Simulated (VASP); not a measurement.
**SnO2: single point with PBEsol+D3(BJ)**

Crystal: SnO2.

```xyz
6
Lattice="3.1249 0.0000 0.0000 -1.5624 2.7062 0.0000 0.0000 0.0000 9.9445" Properties=species:S:1:pos:R:3 pbc="T T T"
Sn    0.0000    0.0000    4.9723
Sn    0.0000    0.0000    0.0000
O     1.5624    0.9021    3.9815
O     1.5624    0.9021    0.9908
O     0.0000    1.8041    5.9631
O     0.0000    1.8041    8.9537
```

This cell differs from its parent crystal: atoms displaced along a vibrational mode, the cell strained.

| Property | Result |
| --- | --- |
| Program | VASP 6.6.1 |
| Task | single point |
| Functional | PBEsol |
| Dispersion | D3(BJ) |
| Potentials or basis | VASP PAW PBE potentials, release 64 (Sn_d, O) |
| Cutoff | 520 eV |
| k mesh | 12 × 12 × 4 |
| Occupations | gaussian, width 0.05 eV |
| Spin | no spin polarisation |

```
Pressure                   : 9.4 GPa
Largest force              : 0.713 eV/Å
Band gap on the k mesh     : 2.46 eV (least direct gap 2.96 eV)
Dispersion energy per atom : -0.163 eV
```

Forces in eV/Å, atoms in the order of the input:
```
Sn   0.000  0.000  0.000
Sn   0.000  0.000  0.000
O    0.000  0.000 -0.713
O    0.000  0.000  0.713
O    0.000  0.000  0.713
O    0.000  0.000 -0.713
```

Stress tensor (GPa, compression positive):
```
11.32  0.00  0.00
 0.00 11.32  0.00
 0.00  0.00  5.52
```

Levels at points of the mesh, in eV from the valence-band top:
```tsv
k point	band 22	band 23	band 24	band 25	band 26	band 27	band 28	band 29	band 30	band 31
(0.00, 0.00, 0.00)	-0.98	-0.98	-0.93	-0.93	-0.50	2.46	3.52	5.64	6.14	11.03
(0.50, 0.00, 0.00)	-1.31	-0.76	-0.66	-0.58	-0.07	5.76	6.02	7.11	8.01	10.27
(0.00, 0.00, 0.50)	-1.02	-0.95	-0.95	-0.95	-0.95	3.00	3.00	5.91	5.91	11.12
(0.50, 0.00, 0.50)	-1.65	-0.62	-0.62	-0.36	-0.36	5.89	5.89	7.53	7.53	10.46
```

Run time: 100 s on 1 thread of Intel(R) Xeon(R) 6975P-C (Granite Rapids) (shared host), peak memory 0.29 GiB.

Caveat: the cell differs from its parent crystal (atoms displaced along a vibrational mode, the cell strained); the cell stands under pressure; the PAW data sets were made with another functional, which shifts forces and pressure a little; spin-orbit coupling is left out, which moves the levels of the heavy elements. A k mesh can miss the band edges.
